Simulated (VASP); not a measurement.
# Si (P1) in VASP: a series of runs, part 2 of 2

VASP 6.6.1. Earlier steps stand in the parts before.

## 4. Single point, PBEsol

Contents of INCAR:

```
PREC     = Accurate       # precision mode
ENCUT    = 520            # plane-wave cutoff, eV
EDIFF    = 1E-7           # SCF threshold, eV
ISMEAR   = -1             # smearing method
SIGMA    = 0.08           # smearing width, eV
LREAL    = False          # projectors in reciprocal space
LASPH    = True           # aspherical terms in the spheres
NELM     = 100            # most SCF steps
ALGO     = Normal         # electronic algorithm
ISIF     = 2              # what is computed and relaxed
LWAVE    = False          # write WAVECAR
LCHARG   = True           # write CHGCAR
GGA      = PS             # functional
LELF     = True           # ELF
LVHAR    = True         
NBANDS   = 16             # bands
```

Contents of KPOINTS:

```
regular mesh
0
Gamma
  3 6 6
```

Contents of POSCAR:

```
Si
1.0
    0.0000000000      5.4437023730      5.4437023730
    2.7218511865      0.0000000000      2.7218511865
    2.7218511865      2.7218511865      0.0000000000
Si
4
Direct
    0.3738485061      0.7231501155      0.7946235308
    0.8786610054      0.7560472116      0.7131242184
    0.2401718372      0.4859696248      0.5438078347
    0.7415904146      0.5266002444      0.4534364355
```

Potentials or basis: VASP PAW PBE potentials, release 64 (Si).

On the command line:

```sh
cat potpaw_PBE.64/Si/POTCAR > POTCAR
mpirun -np 1 vasp_std > vasp.out
```

OUTCAR:

```text
PREC = Accurate
   ENCUT = 520
   EDIFF = 1E-7
   ISMEAR = -1
   LREAL = False
   LASPH = True
   NELM = 100
   ISIF = 2
   GGA = PS

 ion  position               nearest neighbor table
   1  0.374  0.723  0.795-   4 2.33   3 2.36   3 2.37   3 2.40
   2  0.879  0.756  0.713-   3 2.29   4 2.33   4 2.40   4 2.42
   3  0.240  0.486  0.544-   2 2.29   1 2.36   1 2.37   1 2.40
   4  0.742  0.527  0.453-   2 2.33   1 2.33   2 2.40   2 2.42

  LATTYP: Found a trigonal (rhomboedric) cell.
 ALAT       =     6.6671465627
 COS(alpha) =     0.8333333333

  Lattice vectors:

 A1 = (   2.7218511865,  -2.7218511865,  -5.4437023730)
 A2 = (   5.4437023730,  -2.7218511865,  -2.7218511865)
 A3 = (   2.7218511865,  -5.4437023730,  -2.7218511865)

Analysis of symmetry for initial positions (statically):
=====================================================================
 Subroutine PRICEL returns:
 Original cell was already a primitive cell.

 Routine SETGRP: Setting up the symmetry group for a
 trigonal (rhombohedral) supercell.

 Subroutine GETGRP returns: Found  1 space group operations
 (whereof  1 operations were pure point group operations)
 out of a pool of 12 trial point group operations.

The static configuration has the point symmetry C_1 .

Analysis of symmetry for dynamics (positions and initial velocities):
=====================================================================
 Subroutine PRICEL returns:
 Original cell was already a primitive cell.

 Routine SETGRP: Setting up the symmetry group for a
 trigonal (rhombohedral) supercell.

 Subroutine GETGRP returns: Found  1 space group operations
 (whereof  1 operations were pure point group operations)
 out of a pool of 12 trial point group operations.

The dynamic configuration has the point symmetry C_1 .

 Subroutine INISYM returns: Found  1 space group operations
 (whereof  1 operations are pure point group operations),
 and found     1 'primitive' translations
[... 138 lines left out ...]
     AMIX_MAG =   1.60;   BMIX_MAG =  1.00
  volume/ion in A,a.u.               =      20.16       136.08
  Fermi-wavevector in a.u.,A,eV,Ry     =   0.954766  1.804247 12.402783  0.911579
  Thomas-Fermi vector in A             =   2.083543
   LORBIT       =      0    0 simple, 1 ext, 2 COOP (PROOUT), +10 PAW based schemes
   GGA     = PS    functional components
   LHFCALC =     F    Hartree Fock is set to
   AEXX    =    0.0000 exact exchange contribution
   IVDW    =     0    specifies the selected vdW correction
   LEPSILON=     F    determine dielectric tensor
   LRPA    =     F    only Hartree local field effects (RPA)
 non-spin polarized calculation
  energy-cutoff  :      520.00
  volume of cell :       80.66
 maximum number of plane-waves:      2183
 NGX is ok and might be reduce to    60
   NGX = 29   NGY = 15   NGZ = 15

 number of electron      16.0000000 magnetization

 Free energy of the ion-electron system (eV)
  ---------------------------------------------------
  ext. energy  EPLUGINS =         0.00000000
  ---------------------------------------------------
  free energy    TOTEN  =       -22.81647305 eV

  energy without entropy =      -22.81238793  energy(sigma->0) =      -22.81443049

 E-fermi :   6.0104     XC(G=0):  -9.5331

 val. band max:        5.6771394086   @ k =   0.0000   0.0000   0.0000
 cond. band min:       6.0485961266   @ k =   0.0000   0.0000   0.0000
 fundamental gap:      0.3714567180
 Fermi energy:         6.0104389619

 k-point     1 :       0.0000    0.0000    0.0000
  band No.  band energies     occupation
      1      -6.2181      2.00000
      2      -3.7664      2.00000
      3      -1.4895      2.00000
      4       4.4832      2.00000
      5       4.7288      2.00000
      6       5.4169      1.99880
[... 433 lines left out ...]
      3      -0.7918      2.00000
      4      -0.6067      2.00000
      5       1.9585      2.00000
      6       2.7666      2.00000
[... 8 lines left out ...]
     15      12.9855      0.00000
     16      13.1515      0.00000

 [... further k-points ...]

------------------------ aborting loop because EDIFF is reached ----------------------------------------

  FORCE on cell =-STRESS in cart. coord.  units (eV):
  Direction    XX          YY          ZZ          XY          YZ          ZX
  --------------------------------------------------------------------------------------
  -------------------------------------------------------------------------------------
  Total       -0.2877369     -0.3729356     -0.2456661     -0.1575573      0.4872111     -1.1236132
  in kB       -5.7154844     -7.4078355     -4.8798078     -3.1296525      9.6777545    -22.3189781
  external PRESSURE =      -6.0010426 kB  Pullay stress =       0.0000000 kB

 VOLUME and BASIS-vectors are now :
 -----------------------------------------------------------------------------
  energy-cutoff  :      520.00
  volume of cell :       80.66
      direct lattice vectors                 reciprocal lattice vectors
     0.000000000  5.443702373  5.443702373    -0.091849254  0.091849254  0.091849254
     2.721851186  0.000000000  2.721851186     0.183698507 -0.183698507  0.183698507
     2.721851186  2.721851186  0.000000000     0.183698507  0.183698507 -0.183698507

 POSITION                                       TOTAL-FORCE (eV/Angst)
 -----------------------------------------------------------------------------------
      4.13115      4.19797      4.00343         0.209042     -0.602948      0.006340
      3.99887      6.72419      6.84102         0.457026     -1.102841     -0.261382
      2.80290      2.78759      2.63016        -0.570136      0.687637      0.344309
      2.66751      5.27118      5.47032        -0.095933      1.018151     -0.089267
 -----------------------------------------------------------------------------------
    total drift:                               -0.000001      0.000024      0.000020

  FREE ENERGIE OF THE ION-ELECTRON SYSTEM (eV)
  ---------------------------------------------------
  free  energy   TOTEN  =       -22.8164730490 eV

  energy  without entropy=      -22.8123879335  energy(sigma->0) =      -22.81443049
```

OSZICAR:

```text
N       E                     dE             d eps       ncg     rms          rms(c)
DAV:   1     0.249553177013E+02    0.24955E+02   -0.59208E+03  1792   0.817E+02
DAV:   2    -0.213960609653E+02   -0.46351E+02   -0.42189E+02  2432   0.120E+02
DAV:   3    -0.232375949453E+02   -0.18415E+01   -0.18270E+01  2424   0.227E+01
DAV:   4    -0.232581870509E+02   -0.20592E-01   -0.20588E-01  2320   0.309E+00
DAV:   5    -0.232585340372E+02   -0.34699E-03   -0.34697E-03  2424   0.379E-01    0.695E+00
DAV:   6    -0.229526362083E+02    0.30590E+00   -0.11553E-01  2136   0.161E+00    0.416E+00
DAV:   7    -0.228153033271E+02    0.13733E+00   -0.22450E-01  2080   0.228E+00    0.253E-01
DAV:   8    -0.228161603739E+02   -0.85705E-03   -0.15550E-02  2264   0.661E-01    0.137E-01
DAV:   9    -0.228164004325E+02   -0.24006E-03   -0.50687E-04  2368   0.131E-01    0.708E-02
DAV:  10    -0.228164619727E+02   -0.61540E-04   -0.52795E-05  2304   0.394E-02    0.264E-02
DAV:  11    -0.228164729703E+02   -0.10998E-04   -0.15475E-05  2216   0.229E-02    0.388E-03
DAV:  12    -0.228164730490E+02   -0.78687E-07   -0.40253E-07  2464   0.367E-03
   1 F= -.22816473E+02 E0= -.22814430E+02  d E =-.408512E-02
```

Wall time 28 s (1 thread of Intel Xeon 6975P-C (Granite Rapids), shared host); peak memory 0.23 GiB.

Results:

```
Free energy            : -22.8165 eV
Pressure               : -0.6 GPa
Largest force          : 1.222 eV/Å
Band gap on the k mesh : zero (filled and empty bands touch)
```

Forces in eV/Å, atoms in the order of the input:
```
Si   0.209 -0.603  0.006
Si   0.457 -1.103 -0.261
Si  -0.570  0.688  0.344
Si  -0.096  1.018 -0.089
```

Stress tensor (GPa, compression positive):
```
-0.57 -0.31 -2.23
-0.31 -0.74  0.97
-2.23  0.97 -0.49
```

Caveat: semilocal functionals underestimate gaps, and a narrow one can read as zero; the PAW data sets were made with another functional, which shifts forces and pressure a little.

## 5. Single point, PBEsol

Contents of INCAR:

```
SYSTEM = Si
PREC = Accurate ; ENCUT = 520
EDIFF = 1E-6 ; ISMEAR = -1
SIGMA = 0.08 ; LREAL = .False.
LASPH = .True. ; NELM = 100
ALGO = Normal ; ISIF = 2
LWAVE = .False. ; LCHARG = .True.
GGA = PS ; LELF = .True.
LVHAR = .True. ; NBANDS = 16
```

Contents of KPOINTS:

```
regular mesh
0
Gamma
  3 6 6
  0 0 0
```

Contents of POSCAR:

```
Si
1.0
    0.0000000000      5.4437023730      5.4437023730
    2.7218511865      0.0000000000      2.7218511865
    2.7218511865      2.7218511865      0.0000000000
Si
4
Direct
    0.3794613222      0.7396537731      0.7602548259
    0.8637462480      0.7616920831      0.7314567783
    0.2501287555      0.4795186844      0.5291874542
    0.7548317704      0.5007193291      0.4918584479
```

On the command line:

```sh
cat potpaw_PBE.64/Si/POTCAR > POTCAR
mpirun -np 1 vasp_std > vasp.out
```

Run time: 25 s. Hardware: 1 thread of Intel Xeon 6975P-C (Granite Rapids), shared host; peak memory 0.23 GiB.

It converged, with:

| Item | Value |
| --- | --- |
| Free energy | -22.8046 eV |
| Pressure | -0.2 GPa |
| Largest force | 1.706 eV/Å |
| Band gap on the k mesh | 0.07 eV (least direct gap 1.03 eV) |

Forces in eV/Å, atoms in the order of the input:
```
Si   0.197  0.328 -0.529
Si   0.212  1.541  0.700
Si   0.040 -0.768  0.287
Si  -0.449 -1.102 -0.458
```

Stress tensor (GPa, compression positive):
```
 0.08  0.35  2.92
 0.35 -0.50  0.53
 2.92  0.53 -0.04
```

Levels at points of the mesh, in eV from the valence-band top:
| k point | band 4 | band 5 | band 6 | band 7 | band 8 | band 9 | band 10 | band 11 | band 12 | band 13 |
| --- | --- | --- | --- | --- | --- | --- | --- | --- | --- | --- |
| (0.00, 0.00, 0.00) | -1.85 | -1.40 | -0.61 | -0.30 | 0.00 | 1.03 | 1.95 | 2.13 | 2.36 | 2.72 |
| (0.00, 0.50, 0.00) | -7.45 | -3.23 | -3.18 | -1.66 | -1.31 | 0.22 | 0.23 | 1.13 | 2.77 | 3.22 |
| (0.00, 0.00, 0.50) | -7.13 | -3.36 | -3.09 | -1.72 | -1.39 | 0.07 | 0.41 | 1.03 | 2.67 | 3.06 |
| (0.00, 0.50, 0.50) | -7.44 | -3.20 | -3.18 | -1.64 | -1.34 | 0.20 | 0.29 | 1.15 | 2.83 | 3.20 |

Caveat: the smearing spreads over this small gap; semilocal functionals underestimate gaps, and a narrow one can read as zero; the PAW data sets were made with another functional, which shifts forces and pressure a little. A k mesh can miss the band edges.

## 6. Overview

| cell | gap on the mesh (eV) | pressure (GPa) | largest force (eV/Å) |
| --- | --- | --- | --- |
| as given, atomic positions A | 0.07 | -0.2 | 1.71 |
| as given, atomic positions B | 0.06 | -0.4 | 1.20 |
| as given, atomic positions C | none | -0.6 | 1.22 |

Alike in all rows: task single point; level PBEsol; potentials or basis VASP PAW PBE potentials, release 64 (Si); no spin polarisation; k mesh 3 × 6 × 6; cutoff (eV) 520; smearing fermi-dirac 0.08 eV.

Caveats: semilocal functionals underestimate gaps, and a narrow one can read as zero; the PAW data sets were made with another functional, which shifts forces and pressure a little; the smearing spreads over this small gap (at least some runs).

Total energies depend on the potentials used, so only differences within one code and one set of settings carry meaning.

The gap in the log of VASP goes by the Fermi energy; the results here count the filled bands.